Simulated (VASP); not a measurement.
# Ni (Fd-3m) in VASP: a series of runs

The runs below take Ni through single point, relaxation of cell and atoms, with LDA.

Everything below comes from runs of VASP 6.6.1. Logs are shortened: lines on timing, memory, paths and dates and some standing lists are left out, and cuts for length are marked.

## Step 1: The cell of the first run

It takes space group Fd-3m (No. 227, cubic). Conventional cell: a = 5.001 Å, b = 5.001 Å, c = 5.001 Å, α = 90.00°, β = 90.00°, γ = 90.00°. Within 2.9 Å of Ni (site symmetry -43m) lie 4 Ni at 2.17 Å.

## Step 2: Single point, LDA (volume scaled by 1.04)

Contents of INCAR:

```
SYSTEM = Ni
ALGO = Normal ; EDIFF = 1E-6
ENCUT = 520 ; ISIF = 2
ISMEAR = -1 ; LASPH = .TRUE.
LCHARG = .FALSE. ; LREAL = .FALSE.
LWAVE = .FALSE. ; NBANDS = 17
NELM = 100 ; PREC = Accurate
SIGMA = 0.1
```

Contents of KPOINTS:

```
k-points
0
G
  12 12 12
  0 0 0
```

Contents of POSCAR:

```
Ni
1.0
    0.0000000000      2.5006340448      2.5006340448
    2.5006340448      0.0000000000      2.5006340448
    2.5006340448      2.5006340448      0.0000000000
Ni
2
Direct
    0.1250000000      0.1250000000      0.1250000000
    0.8750000000      0.8750000000      0.8750000000
```

Potentials or basis: VASP PAW LDA potentials, release 64 (Ni).

Command:

```console
cat potpaw_LDA.64/Ni/POTCAR > POTCAR
mpirun -np 1 vasp_std > vasp.out
```

OUTCAR:

```text
SYSTEM = Ni
   EDIFF = 1E-6
   ENCUT = 520
   ISIF = 2
   ISMEAR = -1
   LASPH = .TRUE.
   LREAL = .FALSE.
   NELM = 100
   PREC = Accurate

 ion  position               nearest neighbor table
   1  0.125  0.125  0.125-   2 2.17   2 2.17   2 2.17   2 2.17
   2  0.875  0.875  0.875-   1 2.17   1 2.17   1 2.17   1 2.17

  LATTYP: Found a face centered cubic cell.
 ALAT       =     5.0012680896

  Lattice vectors:

 A1 = (   0.0000000000,   2.5006340448,   2.5006340448)
 A2 = (   2.5006340448,   0.0000000000,   2.5006340448)
 A3 = (   2.5006340448,   2.5006340448,   0.0000000000)

Analysis of symmetry for initial positions (statically):
=====================================================================
 Subroutine PRICEL returns:
 Original cell was already a primitive cell.

 Routine SETGRP: Setting up the symmetry group for a
 face centered cubic supercell.

 Subroutine GETGRP returns: Found 48 space group operations
 (whereof 12 operations were pure point group operations)
 out of a pool of 48 trial point group operations.

The static configuration has the point symmetry D_3d.
 The point group associated with its full space group is O_h .

Analysis of symmetry for dynamics (positions and initial velocities):
=====================================================================
 Subroutine PRICEL returns:
 Original cell was already a primitive cell.

 Routine SETGRP: Setting up the symmetry group for a
 face centered cubic supercell.

 Subroutine GETGRP returns: Found 48 space group operations
 (whereof 12 operations were pure point group operations)
 out of a pool of 48 trial point group operations.

The dynamic configuration has the point symmetry D_3d.
 The point group associated with its full space group is O_h .

 Subroutine INISYM returns: Found 48 space group operations
 (whereof 12 operations are pure point group operations),
 and found     1 'primitive' translations

----------------------------------------------------------------------------------------

                                     Primitive cell

  volume of cell :      31.2738

  direct lattice vectors                    reciprocal lattice vectors
     0.000000000  2.500634045  2.500634045    -0.199949289  0.199949289  0.199949289
     2.500634045  0.000000000  2.500634045     0.199949289 -0.199949289  0.199949289
     2.500634045  2.500634045  0.000000000     0.199949289  0.199949289 -0.199949289

  length of vectors
     3.536430581  3.536430581  3.536430581     0.346322328  0.346322328  0.346322328

  position of ions in fractional coordinates (direct lattice)
     0.125000000  0.125000000  0.125000000
     0.875000000  0.875000000  0.875000000

[... 74 lines left out ...]
   ENCUT  =  520.0 eV  38.22 Ry    6.18 a.u.   6.58  6.58  6.58*2*pi/ulx,y,z
   NELM   =    100;   NELMIN=  2; NELMDL= -5     # of ELM steps
   EDIFF  = 0.1E-05   stopping-criterion for ELM
   LREAL  =      F    real-space projection
   EDIFFG = 0.1E-04   stopping-criterion for IOM
   NSW    =      0    number of steps for IOM
   IBRION =     -1    ionic relax: 0-MD 1-quasi-New 2-CG
   NFREE  =      0    steps in history (QN), initial steepest desc. (CG)
   ISIF   =      2    stress and relaxation
   ISYM   =      2    0-nonsym 1-usesym 2-fastsym
   POTIM  = 0.5000    time-step for ionic-motion
   TEBEG  =    0.0;   TEEND  =   0.0 temperature during run
   PSTRESS=    0.0 pullay stress
   NELECT =      20.0000    total number of electrons
   NUPDOWN=      -1.0000    fix difference up-down
   EMIN   =  10.00;   EMAX   =-10.00  energy-range for DOS
   EFERMI =   0.00;   METHOD = LEGACY
   ISMEAR =    -1;   SIGMA  =   0.10  broadening in eV -4-tet -1-fermi 0-gaus
   EFERMI_NEDOS =   21; number of points for ismear=-14 and -15
   IALGO  =     38    algorithm
   IMIX   =      4    mixing-type and parameters
     AMIX     =   0.40;   BMIX     =  1.00
     AMIX_MAG =   1.60;   BMIX_MAG =  1.00
  volume/ion in A,a.u.               =      15.64       105.52
  Fermi-wavevector in a.u.,A,eV,Ry     =   1.410451  2.665366 27.067052  1.989372
  Thomas-Fermi vector in A             =   2.532404
   LORBIT       =      0    0 simple, 1 ext, 2 COOP (PROOUT), +10 PAW based schemes
   GGA     = CA    functional components
   LHFCALC =     F    Hartree Fock is set to
   AEXX    =    0.0000 exact exchange contribution
   IVDW    =     0    specifies the selected vdW correction
   LEPSILON=     F    determine dielectric tensor
   LRPA    =     F    only Hartree local field effects (RPA)
 non-spin polarized calculation
  energy-cutoff  :      520.00
  volume of cell :       31.27
 maximum number of plane-waves:       872
 NGX is ok and might be reduce to    28
   NGX = 13   NGY = 13   NGZ = 13

 number of electron      19.9999997 magnetization

 Free energy of the ion-electron system (eV)
  ---------------------------------------------------
  ext. energy  EPLUGINS =         0.00000000
  ---------------------------------------------------
  free energy    TOTEN  =       -10.36699304 eV

  energy without entropy =      -10.16223785  energy(sigma->0) =      -10.26461544

 E-fermi :   4.7512     XC(G=0): -11.2962

 val. band max:        4.7493398023   @ k =  -0.3333   0.3333   0.0000
 cond. band min:       4.7556441223   @ k =  -0.3333   0.3333   0.1667
 fundamental gap:      0.0063043200
 Fermi energy:         4.7511871886

 k-point     1 :       0.0000    0.0000    0.0000
  band No.  band energies     occupation
      1      -1.8999      2.00000
      2       1.9629      2.00000
      3       1.9629      2.00000
      4       2.0240      2.00000
      5       2.0240      2.00000
      6       2.0240      2.00000
[... 457 lines left out ...]
      4       2.0069      2.00000
      5       2.3392      2.00000
      6       2.4892      2.00000
[... 9 lines left out ...]
     16      19.7342      0.00000
     17      20.6634      0.00000

 [... further k-points ...]
[... 5 lines left out ...]
  --------------------------------------------------------------------------------------
  -------------------------------------------------------------------------------------
  Total       -0.8603128     -0.8603128     -0.8603128      0.0000000      0.0000000      0.0000000
  in kB      -44.0744128    -44.0744128    -44.0744128      0.0000000      0.0000000      0.0000000
  external PRESSURE =     -44.0744128 kB  Pullay stress =       0.0000000 kB

 VOLUME and BASIS-vectors are now :
 -----------------------------------------------------------------------------
  energy-cutoff  :      520.00
  volume of cell :       31.27
      direct lattice vectors                 reciprocal lattice vectors
     0.000000000  2.500634045  2.500634045    -0.199949289  0.199949289  0.199949289
     2.500634045  0.000000000  2.500634045     0.199949289 -0.199949289  0.199949289
     2.500634045  2.500634045  0.000000000     0.199949289  0.199949289 -0.199949289

 POSITION                                       TOTAL-FORCE (eV/Angst)
 -----------------------------------------------------------------------------------
      0.62516      0.62516      0.62516        -0.000000      0.000000      0.000000
      4.37611      4.37611      4.37611         0.000000     -0.000000     -0.000000
 -----------------------------------------------------------------------------------
    total drift:                                0.000000      0.000000     -0.000000

  FREE ENERGIE OF THE ION-ELECTRON SYSTEM (eV)
  ---------------------------------------------------
  free  energy   TOTEN  =       -10.3669930358 eV

  energy  without entropy=      -10.1622378494  energy(sigma->0) =      -10.26461544
```

OSZICAR:

```text
N       E                     dE             d eps       ncg     rms          rms(c)
DAV:   1     0.923117895642E+02    0.92312E+02   -0.95445E+03  2464   0.156E+03
DAV:   2    -0.857714234551E+01   -0.10089E+03   -0.94347E+02  2457   0.245E+02
DAV:   3    -0.119336655494E+02   -0.33565E+01   -0.32839E+01  2692   0.606E+01
DAV:   4    -0.119731583811E+02   -0.39493E-01   -0.39478E-01  3071   0.588E+00
DAV:   5    -0.119741250870E+02   -0.96671E-03   -0.96668E-03  2861   0.838E-01    0.120E+01
DAV:   6    -0.117579128781E+02    0.21621E+00   -0.16526E+01  2837   0.734E+01    0.118E+01
DAV:   7    -0.103947404168E+02    0.13632E+01   -0.62238E+00  2851   0.367E+01    0.198E+00
DAV:   8    -0.103723786355E+02    0.22362E-01   -0.34239E-02  2686   0.150E+00    0.741E-01
DAV:   9    -0.103669672834E+02    0.54114E-02   -0.54304E-03  3634   0.990E-01    0.125E-01
DAV:  10    -0.103669902251E+02   -0.22942E-04   -0.23979E-04  2635   0.174E-01    0.335E-02
DAV:  11    -0.103669930991E+02   -0.28740E-05   -0.34549E-06  3073   0.162E-02    0.349E-03
DAV:  12    -0.103669930358E+02    0.63306E-07   -0.27220E-07  1395   0.825E-03
   1 F= -.10366993E+02 E0= -.10264615E+02  d E =-.204755E+00
```

stdout:

```text
POSCAR found type information on POSCAR Ni
 POSCAR found :  1 types and       2 ions
 scaLAPACK will be used
 LDA part: xc-table for (Slater(with rela. corr.)+CA(PZ))
 , standard interpolation
 POSCAR, INCAR and KPOINTS ok, starting setup
 FFT: planning ... GRIDC
 FFT: planning ... GRID_SOFT
 FFT: planning ... GRID
 WAVECAR not read
 entering main loop
```

Run time: 14 s. Hardware: 1 thread of Intel Xeon 6975P-C (Granite Rapids), shared host; peak memory 0.15 GiB.

Results:

```
Free energy            : -10.3670 eV
Pressure               : -4.4 GPa
Band gap on the k mesh : zero (band 10 reaches 4.83 eV, above the bottom of band 11 at 4.51 eV)
```

Levels at points of the mesh, in eV from the Fermi level:
```tsv
k point	band 6	band 7	band 8	band 9	band 10	band 11	band 12	band 13	band 14	band 15
(0.00, 0.00, 0.00)	-2.73	-1.17	-1.17	-1.17	-0.08	-0.08	12.39	12.39	12.39	12.90
(0.50, 0.00, 0.00)	-2.66	-1.38	-0.79	-0.79	-0.24	-0.24	0.97	9.03	9.03	12.69
(0.50, 0.50, 0.00)	-2.11	-1.38	-1.38	-0.10	-0.10	1.45	1.45	4.71	4.71	9.91
```

Caveat: the run has no spin polarisation, though such a crystal can be magnetic. Spin polarisation is off, so any magnetic state and its effect on volume and gap are missing.

## Step 3: Single point, LDA (volume scaled by 1.08)

Contents of INCAR:

```
PREC = Accurate
ENCUT = 520
EDIFF = 1E-7
ISMEAR = -1
SIGMA = 0.1
LREAL = False
LASPH = True
NELM = 60
ALGO = Normal
ISIF = 2
LWAVE = False
LCHARG = True
GGA = CA
LELF = True
LVHAR = True
NBANDS = 17
```

Contents of KPOINTS:

```
Automatic mesh
0
Gamma
  12 12 12
```

Contents of POSCAR:

```
Ni
1.0
    0.0000000000      2.5322910010      2.5322910010
    2.5322910010      0.0000000000      2.5322910010
    2.5322910010      2.5322910010      0.0000000000
Ni
2
Direct
    0.1250000000      0.1250000000      0.1250000000
    0.8750000000      0.8750000000      0.8750000000
```

Potentials or basis: VASP PAW LDA potentials, release 64 (Ni).

Command:

```console
cat potpaw_LDA.64/Ni/POTCAR > POTCAR
mpirun -np 1 vasp_std > vasp.out
```

OUTCAR:

```text
PREC = Accurate
   ENCUT = 520
   EDIFF = 1E-7
   ISMEAR = -1
   LREAL = False
   LASPH = True
   NELM = 60
   ISIF = 2
   GGA = CA

 ion  position               nearest neighbor table
   1  0.125  0.125  0.125-   2 2.19   2 2.19   2 2.19   2 2.19
   2  0.875  0.875  0.875-   1 2.19   1 2.19   1 2.19   1 2.19

  LATTYP: Found a face centered cubic cell.
 ALAT       =     5.0645820020

  Lattice vectors:

 A1 = (   0.0000000000,   2.5322910010,   2.5322910010)
 A2 = (   2.5322910010,   0.0000000000,   2.5322910010)
 A3 = (   2.5322910010,   2.5322910010,   0.0000000000)

Analysis of symmetry for initial positions (statically):
=====================================================================
 Subroutine PRICEL returns:
 Original cell was already a primitive cell.

 Routine SETGRP: Setting up the symmetry group for a
 face centered cubic supercell.

 Subroutine GETGRP returns: Found 48 space group operations
 (whereof 12 operations were pure point group operations)
 out of a pool of 48 trial point group operations.

The static configuration has the point symmetry D_3d.
 The point group associated with its full space group is O_h .

Analysis of symmetry for dynamics (positions and initial velocities):
=====================================================================
 Subroutine PRICEL returns:
 Original cell was already a primitive cell.

 Routine SETGRP: Setting up the symmetry group for a
 face centered cubic supercell.

 Subroutine GETGRP returns: Found 48 space group operations
 (whereof 12 operations were pure point group operations)
 out of a pool of 48 trial point group operations.

The dynamic configuration has the point symmetry D_3d.
 The point group associated with its full space group is O_h .

 Subroutine INISYM returns: Found 48 space group operations
 (whereof 12 operations are pure point group operations),
 and found     1 'primitive' translations

[... 104 lines left out ...]
   PSTRESS=    0.0 pullay stress
   NELECT =      20.0000    total number of electrons
   NUPDOWN=      -1.0000    fix difference up-down
   EMIN   =  10.00;   EMAX   =-10.00  energy-range for DOS
   EFERMI =   0.00;   METHOD = LEGACY
   ISMEAR =    -1;   SIGMA  =   0.10  broadening in eV -4-tet -1-fermi 0-gaus
   EFERMI_NEDOS =   21; number of points for ismear=-14 and -15
   IALGO  =     38    algorithm
   IMIX   =      4    mixing-type and parameters
     AMIX     =   0.40;   BMIX     =  1.00
     AMIX_MAG =   1.60;   BMIX_MAG =  1.00
  volume/ion in A,a.u.               =      16.24       109.58
  Fermi-wavevector in a.u.,A,eV,Ry     =   1.392819  2.632045 26.394535  1.939944
  Thomas-Fermi vector in A             =   2.516525
   LORBIT       =      0    0 simple, 1 ext, 2 COOP (PROOUT), +10 PAW based schemes
   GGA     = CA    functional components
   LHFCALC =     F    Hartree Fock is set to
   AEXX    =    0.0000 exact exchange contribution
   IVDW    =     0    specifies the selected vdW correction
   LEPSILON=     F    determine dielectric tensor
   LRPA    =     F    only Hartree local field effects (RPA)
 non-spin polarized calculation
  energy-cutoff  :      520.00
  volume of cell :       32.48
 maximum number of plane-waves:       895
   NGX = 13   NGY = 13   NGZ = 13

 number of electron      19.9999978 magnetization

 Free energy of the ion-electron system (eV)
  ---------------------------------------------------
  ext. energy  EPLUGINS =         0.00000000
  ---------------------------------------------------
  free energy    TOTEN  =       -10.32109695 eV

  energy without entropy =      -10.11136877  energy(sigma->0) =      -10.21623286

 E-fermi :   4.3637     XC(G=0): -11.1023

 val. band max:        4.3567649386   @ k =  -0.3333   0.3333   0.0000
 cond. band min:       4.3659475959   @ k =  -0.3333   0.3333   0.1667
 fundamental gap:      0.0091826573
 Fermi energy:         4.3636849979

 k-point     1 :       0.0000    0.0000    0.0000
  band No.  band energies     occupation
      1      -2.0833      2.00000
      2       1.7220      2.00000
      3       1.7220      2.00000
      4       1.7661      2.00000
      5       1.7661      2.00000
      6       1.7661      2.00000
[... 457 lines left out ...]
      4       1.7621      2.00000
      5       2.0597      2.00000
      6       2.2174      2.00000
[... 9 lines left out ...]
     16      19.0294      0.00000
     17      19.8835      0.00000

 [... further k-points ...]
[... 5 lines left out ...]
  --------------------------------------------------------------------------------------
  -------------------------------------------------------------------------------------
  Total       -1.5662025     -1.5662025     -1.5662025      0.0000000      0.0000000      0.0000000
  in kB      -77.2658656    -77.2658656    -77.2658656      0.0000000      0.0000000      0.0000000
  external PRESSURE =     -77.2658656 kB  Pullay stress =       0.0000000 kB

 VOLUME and BASIS-vectors are now :
 -----------------------------------------------------------------------------
  energy-cutoff  :      520.00
  volume of cell :       32.48
      direct lattice vectors                 reciprocal lattice vectors
     0.000000000  2.532291001  2.532291001    -0.197449661  0.197449661  0.197449661
     2.532291001  0.000000000  2.532291001     0.197449661 -0.197449661  0.197449661
     2.532291001  2.532291001  0.000000000     0.197449661  0.197449661 -0.197449661

 POSITION                                       TOTAL-FORCE (eV/Angst)
 -----------------------------------------------------------------------------------
      0.63307      0.63307      0.63307        -0.000000      0.000000      0.000000
      4.43151      4.43151      4.43151         0.000000     -0.000000     -0.000000
 -----------------------------------------------------------------------------------
    total drift:                                0.000000      0.000000     -0.000000

  FREE ENERGIE OF THE ION-ELECTRON SYSTEM (eV)
  ---------------------------------------------------
  free  energy   TOTEN  =       -10.3210969465 eV

  energy  without entropy=      -10.1113687694  energy(sigma->0) =      -10.21623286
```

Run time: 15 s. Hardware: 1 thread of Intel Xeon 6975P-C (Granite Rapids), shared host; peak memory 0.16 GiB.

Results:

```yaml
Free_energy: -10.3211 eV
Pressure: -7.7 GPa
Band_gap_on_the_k_mesh: zero (band 10 reaches 4.44 eV, above the bottom of band 11 at 4.13 eV)
```

Caveat: the run has no spin polarisation, though such a crystal can be magnetic.

## Step 4: Single point, LDA (volume scaled by 1.12)

Contents of INCAR:

```
PREC = Accurate
ENCUT = 520
EDIFF = 1E-6
ISMEAR = -1
SIGMA = 0.1
LREAL = F
LASPH = T
NELM = 100
ALGO = Normal
ISIF = 2
LWAVE = F
LCHARG = T
GGA = CA
LELF = T
LVHAR = T
NBANDS = 17
```

KPOINTS is that of step 3.

Contents of POSCAR:

```
Ni
1.0
    0.0000000000      2.5631756424      2.5631756424
    2.5631756424      0.0000000000      2.5631756424
    2.5631756424      2.5631756424      0.0000000000
Ni
2
Direct
    0.1250000000      0.1250000000      0.1250000000
    0.8750000000      0.8750000000      0.8750000000
```

Command:

```console
cat potpaw_LDA.64/Ni/POTCAR > POTCAR
mpirun -np 1 vasp_std > vasp.out
```

Run time: 15 s. Hardware: 1 thread of Intel Xeon 6975P-C (Granite Rapids), shared host; peak memory 0.16 GiB.

The run converged. Its results:

```yaml
Free_energy: -10.2529 eV
Pressure: -10.4 GPa
Band_gap_on_the_k_mesh: zero (band 10 reaches 4.07 eV, above the bottom of band 11 at 3.78 eV)
```

Levels at points of the mesh, in eV from the Fermi level:
| k point | band 7 | band 8 | band 9 | band 10 | band 11 | band 12 | band 13 | band 14 |
| --- | --- | --- | --- | --- | --- | --- | --- | --- |
| (0.00, 0.00, 0.00) | -1.05 | -1.05 | -1.05 | -0.08 | -0.08 | 11.72 | 11.72 | 11.72 |
| (0.50, 0.00, 0.00) | -1.19 | -0.71 | -0.71 | -0.23 | -0.23 | 0.87 | 8.57 | 8.57 |
| (0.50, 0.50, 0.00) | -1.24 | -1.24 | -0.10 | -0.10 | 1.35 | 1.35 | 4.58 | 4.58 |

Caveat: the run has no spin polarisation, though such a crystal can be magnetic. Spin polarisation is off, so any magnetic state and its effect on volume and gap are missing.

[end of part 1 of 2]
